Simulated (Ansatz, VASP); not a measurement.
Two plane-wave programs on Zr3ScN4

INCAR

```
SYSTEM = Zr3ScN4
PREC = Accurate
ENCUT = 520
EDIFF = 1E-7
ISMEAR = 0
SIGMA = 0.1
LREAL = .FALSE.
LASPH = .TRUE.
NELM = 150
ALGO = Normal
ISIF = 2
LWAVE = .FALSE.
LCHARG = .FALSE.
ISPIN = 2
MAGMOM = 1 1 1 1 0 0 0 0
LORBIT = 11
LMAXMIX = 4
GGA = PE
NBANDS = 48
```

KPOINTS

```
Automatic mesh
0
G
  4 4 4
  0 0 0
```

File POSCAR:

```
Zr3ScN4
1.0
   -2.8579842269      2.8579842269      2.8579842269
    2.8579842269     -2.8579842269      2.8579842269
    2.8579842269      2.8579842269     -2.8579842269
Zr Sc N
3 1 4
Direct
    0.5000000000      0.0000000000      0.5000000000
    0.0000000000      0.5000000000      0.5000000000
    0.5000000000      0.5000000000      0.0000000000
    0.0000000000      0.0000000000      0.0000000000
    0.5679208225      0.5679208225      0.5679208225
    0.0000000000      0.4320791775      0.0000000000
    0.4320791775      0.0000000000      0.0000000000
    0.0000000000      0.0000000000      0.4320791775
```

Input for Ansatz:

```yaml
crystal:
  lattice:
    - [-2.8579842269, 2.8579842269, 2.8579842269]
    - [2.8579842269, -2.8579842269, 2.8579842269]
    - [2.8579842269, 2.8579842269, -2.8579842269]
  atoms:
    - { symbol: Zr, position: [0.5, 0.0, 0.5], spin: 1.0 }
    - { symbol: Zr, position: [0.0, 0.5, 0.5], spin: 1.0 }
    - { symbol: Zr, position: [0.5, 0.5, 0.0], spin: 1.0 }
    - { symbol: Sc, position: [0.0, 0.0, 0.0], spin: 1.0 }
    - { symbol: "N", position: [0.5679208225, 0.5679208225, 0.5679208225] }
    - { symbol: "N", position: [0.0, 0.4320791775, 0.0] }
    - { symbol: "N", position: [0.4320791775, 0.0, 0.0] }
    - { symbol: "N", position: [0.0, 0.0, 0.4320791775] }
basis:
  ecutwfc: 420
kpoints:
  mp_grid: { grid: [4, 4, 4] }
hamiltonian:
  xc: pbe
scf:
  occupations: { method: gaussian, width: 0.1 }
  lower_state_search: "off"
output:
  forces: true
  stress: true
  eigenvalues: true
  populations: true
magnetization:
  spin_polarized: true
```

Change from the starting cell: species swapped into the K3SbS4 type (I-43m, No. 217).

Alike in both runs: task single point; functional PBE; k mesh 4 × 4 × 4; occupations gaussian, width 0.1 eV; collinear spin.

|  | VASP | Ansatz |
| --- | --- | --- |
| version | VASP 6.6.1 | Ansatz 0.2.0 |
| potentials or method | VASP PAW PBE potentials, release 64 (Zr_sv, Sc_sv, N), cutoff 520 eV | scalar-relativistic, plane waves, PAW |
| valence electrons in the cell | 67 | 67 |

|  | VASP | Ansatz | Ansatz less VASP |
| --- | --- | --- | --- |
| gap on the k mesh at the Fermi level (eV) | none | none | - |
| pressure (GPa) | 0.4 | 0.0 | -0.42 |
| rms of the force components (eV/Å) | 0.020 | 0.003 | -0.0170 |
| net moment per atom (μB) | 0.00 | 0.00 | 0.000 |

Atom by atom the forces differ by 0.017 eV/Å (rms over components). A gap of «none» marks a metal or a gap that the smearing closes. Ansatz's warnings: seeded moment not kept.

The k mesh is coarse, so the values compare programs but aren't converged.
